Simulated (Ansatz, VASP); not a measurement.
## Two plane-wave programs on P

INCAR

```
SYSTEM = P
PREC = Accurate
ENCUT = 520
EDIFF = 1E-6
ISMEAR = -1
SIGMA = 0.1
LREAL = .False.
LASPH = .True.
NELM = 100
ALGO = Normal
ISIF = 2
LWAVE = .False.
LCHARG = .False.
GGA = PE
NBANDS = 8
```

The input KPOINTS:

```
regular mesh
0
Gamma
  18 18 18
  0 0 0
```

POSCAR

```
P
1.0
    0.0000000000      1.4849638173      1.4849638173
    1.4849638173      0.0000000000      1.4849638173
    1.4849638173      1.4849638173      0.0000000000
P
1
Direct
    0.0000000000      0.0000000000      0.0000000000
```

Input for Ansatz:

```yaml
crystal:
  lattice:
    - [0.0, 1.4849638173, 1.4849638173]
    - [1.4849638173, 0.0, 1.4849638173]
    - [1.4849638173, 1.4849638173, 0.0]
  atoms:
    - { symbol: P, position: [0.0, 0.0, 0.0] }
kpoints:
  mp_grid: { grid: [18, 18, 18] }
scf:
  occupations: { method: fermi_dirac, width: 0.1 }
hamiltonian:
  xc: pbe
  pseudopotentials: { kind: paw }
output:
  forces: true
  stress: true
  eigenvalues: true
  populations: true
```

Change from the starting cell: volume scaled by 0.45, PAW files.

Alike in both runs: task single point; functional PBE; k mesh 18 × 18 × 18; occupations fermi-dirac, width 0.1 eV; no spin polarisation.

|  | VASP | Ansatz |
| --- | --- | --- |
| version | VASP 6.6.1 | Ansatz 0.2.0 |
| potentials or method | VASP PAW PBE potentials, release 64 (P) | PAW with Ansatz's default frozen-core files, scalar-relativistic |
| plane-wave cutoff (eV) | 520 | 420 |
| valence electrons in the cell | 5 | 5 |

|  | VASP | Ansatz | Ansatz less VASP |
| --- | --- | --- | --- |
| pressure (GPa) | 341.3 | 346.9 | +5.67 |

Both programs put the cell under a high pressure, so it lies far from rest at this level.

Noted on VASP's run: the cell as given lies far from equilibrium.
